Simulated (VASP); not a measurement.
# LiBr: elastic constants with PBEsol

Crystal: LiBr.

```xyz
2
Lattice="0.0000 2.4637 2.4637 2.4637 0.0000 2.4637 2.4637 2.4637 0.0000" Properties=species:S:1:pos:R:3 pbc="T T T"
Li    0.0000    0.0000    0.0000
Br    2.4637    2.4637    2.4637
```

```
Program                   : VASP 6.6.1
Task                      : elastic constants
Functional                : PBEsol
Potentials or basis       : VASP PAW PBE potentials, release 64 (Li_sv, Br)
Cutoff                    : 750 eV
k mesh                    : 8 × 8 × 8
Occupations               : gaussian, width 0.01 eV
Spin                      : no spin polarisation
Dipole correction         : no
Ions in elastic constants : relaxed
Further INCAR settings    : ALGO = Normal; EDIFF = 1e-08; NBANDS = 12; IBRION = 6; POTIM = 0.015; NSW = 1; ISIF = 3
```

The elastic constants C11, C12, C44 are 163, 27, 36 GPa and the voigt bulk modulus is 72 GPa. The highest phonon frequency at Γ, LO-TO splitting left out is 352 cm⁻¹.

Phonon frequencies in cm⁻¹ (negative: imaginary):
```
              q point        frequencies
(0.000, 0.000, 0.000)  0 0 0 352 352 352
```

Elastic tensor in Voigt notation (GPa, in the Cartesian axes of the cell as first typed):
```
163  27  27   0   0   0
 27 163  27   0   0   0
 27  27 163   0   0   0
  0   0   0  36   0   0
  0   0   0   0  36   0
  0   0   0   0   0  36
```

Clamped-ion elastic tensor (GPa):
```
163  27  27   0   0   0
 27 163  27   0   0   0
 27  27 163   0   0   0
  0   0   0  36   0   0
  0   0   0   0  36   0
  0   0   0   0   0  36
```

It took 4.2 min on 1 thread of Intel(R) Xeon(R) Platinum 8559C (Emerald Rapids), on a shared host, peak memory 0.29 GiB.

Caveat: the cell is under stress, which shifts elastic constants; the PAW data sets were made with another functional, which shifts forces and pressure a little.
